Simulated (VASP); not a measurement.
# Fe4Si (Fmmm) in VASP: further runs, part 2 of 2

VASP 6.6.1.

## (3) Single point, PBEsol, collinear spin, ferromagnetic start

This run uses another cell than the first one, of 11.22 Å³/atom.

Input file INCAR:

```
SYSTEM = Fe4Si
ALGO     = Normal         ! electronic algorithm
EDIFF    = 1E-6           ! SCF threshold, eV
ENCUT    = 520            ! plane-wave cutoff, eV
GGA      = PS             ! functional
ISIF     = 2              ! what is computed and relaxed
ISMEAR   = -1             ! smearing method
ISPIN    = 2              ! spin polarisation
LASPH    = .True.         ! aspherical terms in the spheres
LCHARG   = .True.         ! write CHGCAR
LELF     = .True.         ! ELF
LMAXMIX  = 4              ! l up to which the mixer works
LORBIT   = 11             ! projections on sites
LREAL    = .False.        ! projectors in reciprocal space
LVHAR    = .True.       
LWAVE    = .False.        ! write WAVECAR
MAGMOM   = 3 3 3 3 0      ! initial moments
NBANDS   = 30             ! bands
NELM     = 150            ! most SCF steps
PREC     = Accurate       ! precision mode
SIGMA    = 0.05           ! smearing width, eV
```

Input file KPOINTS:

```
k-points
0
Gamma
  11 11 11
  0 0 0
```

Input file POSCAR:

```
Fe4Si
1.0
    0.0000000000      2.0002065056      9.3384017896
    1.5013352083      0.0000000000      9.3384017896
    1.5013352083      2.0002065056      0.0000000000
Fe Si
4 1
Direct
    0.5940690000      0.5940690000      0.4059310000
    0.1979710000      0.1979710000      0.8020290000
    0.8020290000      0.8020290000      0.1979710000
    0.4059310000      0.4059310000      0.5940690000
    0.0000000000      0.0000000000      0.0000000000
```

Potentials or basis: VASP PAW PBE potentials, release 64 (Fe, Si).

Launch:

```sh
> cat potpaw_PBE.64/Fe/POTCAR potpaw_PBE.64/Si/POTCAR > POTCAR
> mpirun -np 1 vasp_std > vasp.out
```

OUTCAR:

```text
SYSTEM = Fe4Si
   EDIFF = 1E-6
   ENCUT = 520
   GGA = PS
   ISIF = 2
   ISMEAR = -1
   ISPIN = 2
   LASPH = .True.
   LORBIT = 11
   LREAL = .False.
   NELM = 150
   PREC = Accurate

 ion  position               nearest neighbor table
   1  0.594  0.594  0.406-   5 2.31   5 2.31   2 2.45   2 2.45   5 2.66   5 2.66   2 2.79   2 2.79

   2  0.198  0.198  0.802-   1 2.45   1 2.45   3 2.46   3 2.46   1 2.79   1 2.79   3 2.79   3 2.79

   3  0.802  0.802  0.198-   4 2.45   4 2.45   2 2.46   2 2.46   4 2.79   4 2.79   2 2.79   2 2.79

   4  0.406  0.406  0.594-   5 2.31   5 2.31   3 2.45   3 2.45   5 2.66   5 2.66   3 2.79   3 2.79

   5  0.000  0.000  0.000-   1 2.31   1 2.31   4 2.31   4 2.31   4 2.66   1 2.66   1 2.66   4 2.66

  LATTYP: Found a face centered orthorhombic cell.
 ALAT       =     3.0026704166
 B/A-ratio  =     1.3322850850
 C/A-ratio  =     6.2200644719

  Lattice vectors:

 A1 = (   0.0000000000,   2.0002065056,   9.3384017896)
 A2 = (   1.5013352083,   0.0000000000,   9.3384017896)
 A3 = (   1.5013352083,   2.0002065056,   0.0000000000)

Analysis of symmetry for initial positions (statically):
=====================================================================
 Subroutine PRICEL returns:
 Original cell was already a primitive cell.

 Routine SETGRP: Setting up the symmetry group for a
 face centered orthorhombic supercell.

 Subroutine GETGRP returns: Found  8 space group operations
 (whereof  8 operations were pure point group operations)
 out of a pool of  8 trial point group operations.

The static configuration has the point symmetry D_2h.

Analysis of symmetry for dynamics (positions and initial velocities):
=====================================================================
 Subroutine PRICEL returns:
 Original cell was already a primitive cell.

 Routine SETGRP: Setting up the symmetry group for a
 face centered orthorhombic supercell.

 Subroutine GETGRP returns: Found  8 space group operations
 (whereof  8 operations were pure point group operations)
 out of a pool of  8 trial point group operations.

The dynamic configuration has the point symmetry D_2h.

Analysis of structural, dynamic, and magnetic symmetry:
=====================================================================
 Subroutine PRICEL returns:
 Original cell was already a primitive cell.

 Routine SETGRP: Setting up the symmetry group for a
 face centered orthorhombic supercell.

 Subroutine GETGRP returns: Found  8 space group operations
 (whereof  8 operations were pure point group operations)
 out of a pool of  8 trial point group operations.

The overall configuration has the point symmetry D_2h.

 Subroutine INISYM returns: Found  8 space group operations
 (whereof  8 operations are pure point group operations),
 and found     1 'primitive' translations

----------------------------------------------------------------------------------------

                                     Primitive cell

  volume of cell :      56.0861

  direct lattice vectors                    reciprocal lattice vectors
     0.000000000  2.000206506  9.338401790    -0.333036884  0.249974189  0.053542352
     1.501335208  0.000000000  9.338401790     0.333036884 -0.249974189  0.053542352
     1.501335208  2.000206506  0.000000000     0.333036884  0.249974189 -0.053542352

  length of vectors
[... 87 lines left out ...]
   NELM   =    150;   NELMIN=  2; NELMDL= -5     # of ELM steps
   EDIFF  = 0.1E-05   stopping-criterion for ELM
   LREAL  =      F    real-space projection
   EDIFFG = 0.1E-04   stopping-criterion for IOM
   NSW    =      0    number of steps for IOM
   IBRION =     -1    ionic relax: 0-MD 1-quasi-New 2-CG
   NFREE  =      0    steps in history (QN), initial steepest desc. (CG)
   ISIF   =      2    stress and relaxation
   ISYM   =      2    0-nonsym 1-usesym 2-fastsym
   POTIM  = 0.5000    time-step for ionic-motion
   TEBEG  =    0.0;   TEEND  =   0.0 temperature during run
   PSTRESS=    0.0 pullay stress
   NELECT =      36.0000    total number of electrons
   NUPDOWN=      -1.0000    fix difference up-down
   EMIN   =  10.00;   EMAX   =-10.00  energy-range for DOS
   EFERMI =   0.00;   METHOD = LEGACY
   ISMEAR =    -1;   SIGMA  =   0.05  broadening in eV -4-tet -1-fermi 0-gaus
   EFERMI_NEDOS =   21; number of points for ismear=-14 and -15
   IALGO  =     38    algorithm
   IMIX   =      4    mixing-type and parameters
     AMIX     =   0.40;   BMIX     =  1.00
     AMIX_MAG =   1.60;   BMIX_MAG =  1.00
  volume/ion in A,a.u.               =      11.22        75.70
  Fermi-wavevector in a.u.,A,eV,Ry     =   1.412182  2.668637 27.133524  1.994258
  Thomas-Fermi vector in A             =   2.533957
   LORBIT       =     11    0 simple, 1 ext, 2 COOP (PROOUT), +10 PAW based schemes
   GGA     = PS    functional components
   LHFCALC =     F    Hartree Fock is set to
   AEXX    =    0.0000 exact exchange contribution
   IVDW    =     0    specifies the selected vdW correction
   LEPSILON=     F    determine dielectric tensor
   LRPA    =     F    only Hartree local field effects (RPA)
 spin polarized calculation
  energy-cutoff  :      520.00
  volume of cell :       56.09
 maximum number of plane-waves:      1541
   NGX = 35   NGY = 35   NGZ =  9

 number of electron      36.0000001 magnetization      10.2069253

 number of electron      36.0000001 magnetization       8.5201540

 Free energy of the ion-electron system (eV)
  ---------------------------------------------------
  ext. energy  EPLUGINS =         0.00000000
  ---------------------------------------------------
  free energy    TOTEN  =       -41.89298647 eV

  energy without entropy =      -41.86336317  energy(sigma->0) =      -41.87817482

 E-fermi :   7.5695     XC(G=0): -13.1223

 val. band max:        7.5684895643   @ k =   0.3636  -0.4545   0.0909
 cond. band min:       7.5695943876   @ k =  -0.0909   0.3636   0.2727
 fundamental gap:      0.0011048233
 Fermi energy:         7.5694842247

 spin component 1

 k-point     1 :       0.0000    0.0000    0.0000
  band No.  band energies     occupation
      1      -6.1735      1.00000
      2      -0.7377      1.00000
      3      -0.2521      1.00000
      4       2.2475      1.00000
      5       2.5368      1.00000
      6       3.8228      1.00000
[... 781 lines left out ...]
     29      15.7759      0.00000
     30      16.8284      0.00000

 [... further k-points ...]

 spin component 2

 k-point     1 :       0.0000    0.0000    0.0000
  band No.  band energies     occupation
      1      -6.1864      1.00000
      2      -0.5273      1.00000
      3       0.0359      1.00000
      4       3.1770      1.00000
      5       3.3404      1.00000
      6       5.5020      1.00000
[... 781 lines left out ...]
     29      16.4208      0.00000
     30      17.2788      0.00000

 [... further k-points ...]
[... 5 lines left out ...]
  --------------------------------------------------------------------------------------
  -------------------------------------------------------------------------------------
  Total       -0.3766671     -1.0256137     -0.5032741      0.0000000      0.0000000      0.0000000
  in kB      -10.7600239    -29.2980929    -14.3767307      0.0000000      0.0000000      0.0000000
  external PRESSURE =     -18.1449491 kB  Pullay stress =       0.0000000 kB

 VOLUME and BASIS-vectors are now :
 -----------------------------------------------------------------------------
  energy-cutoff  :      520.00
  volume of cell :       56.09
      direct lattice vectors                 reciprocal lattice vectors
     0.000000000  2.000206506  9.338401790    -0.333036884  0.249974189  0.053542352
     1.501335208  0.000000000  9.338401790     0.333036884 -0.249974189  0.053542352
     1.501335208  2.000206506  0.000000000     0.333036884  0.249974189 -0.053542352

 POSITION                                       TOTAL-FORCE (eV/Angst)
 -----------------------------------------------------------------------------------
      1.50134      2.00021     11.09531         0.000000      0.000000      0.170589
      1.50134      2.00021      3.69747         0.000000      0.000000      0.042613
      1.50134      2.00021     14.97934         0.000000      0.000000     -0.042613
      1.50134      2.00021      7.58149         0.000000      0.000000     -0.170589
      0.00000      0.00000      0.00000         0.000000      0.000000      0.000000
 -----------------------------------------------------------------------------------
    total drift:                               -0.000000     -0.000000      0.000000

  FREE ENERGIE OF THE ION-ELECTRON SYSTEM (eV)
  ---------------------------------------------------
  free  energy   TOTEN  =       -41.8929864699 eV

  energy  without entropy=      -41.8633631702  energy(sigma->0) =      -41.87817482

 total charge

# of ion       s       p       d       tot
------------------------------------------
    1        0.478   0.585   6.390   7.453
    2        0.479   0.524   6.211   7.215
    3        0.479   0.524   6.211   7.215
    4        0.478   0.585   6.390   7.453
    5        0.741   0.925   0.000   1.665
--------------------------------------------------
tot          2.655   3.143  25.202  31.000

 magnetization (x)

# of ion       s       p       d       tot
------------------------------------------
    1       -0.006  -0.017   1.832   1.809
    2       -0.008  -0.044   2.529   2.477
    3       -0.008  -0.044   2.529   2.477
    4       -0.006  -0.017   1.832   1.809
    5       -0.010  -0.046   0.000  -0.056
--------------------------------------------------
tot         -0.036  -0.168   8.721   8.516
```

Run time: 64 min. Hardware: 1 thread of Oxide Virtual Turin-like, shared host; peak memory 0.71 GiB.

What came out:

- Free energy: -41.8930 eV
- Pressure: -1.8 GPa
- Largest force: 0.171 eV/Å
- Net moment: 8.52 μB per cell
- Site moments: Fe +1.81, +2.48 (each value once); Si -0.06 μB
- Valence electrons inside the program's atomic spheres: Fe 7.45, 7.21 (each value once); Si 1.67

Forces in eV/Å, atoms in the order of the input:
```
Fe   0.000  0.000  0.171
Fe   0.000  0.000  0.043
Fe   0.000  0.000 -0.043
Fe   0.000  0.000 -0.171
Si   0.000  0.000  0.000
```

Caveat: the PAW data sets were made with another functional, which shifts forces and pressure a little.
